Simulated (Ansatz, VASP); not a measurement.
## One calculation of BeS, two programs

```xyz
2
Lattice="0.0000 2.2700 2.2700 2.2700 0.0000 2.2700 2.2700 2.2700 0.0000" Properties=species:S:1:pos:R:3 pbc="T T T"
Be    0.0000    0.0000    0.0000
S     2.2700    2.2700    2.2700
```

Alike in both runs: task single point; functional r2SCAN; k mesh 8 × 8 × 8; no spin polarisation.

```csv
,VASP,Ansatz
version,VASP 6.6.1,Ansatz 0.2.0
potentials or method,"VASP PAW PBE potentials, release 64 (Be, S)","plane waves, PAW"
plane-wave cutoff (eV),520,500
occupations,"gaussian, width 0.01 eV",fixed
valence electrons in the cell,8,8
```

Ansatz gave:

```
gap on the k mesh at the Fermi level (eV) : 1.37
pressure (GPa)                            : 7.7
```

Task: Which values does VASP return?

Result: gap on the k mesh at the Fermi level (eV): 1.37; pressure (GPa): 7.6.

VASP's potentials were made for PBE, not for r2SCAN.
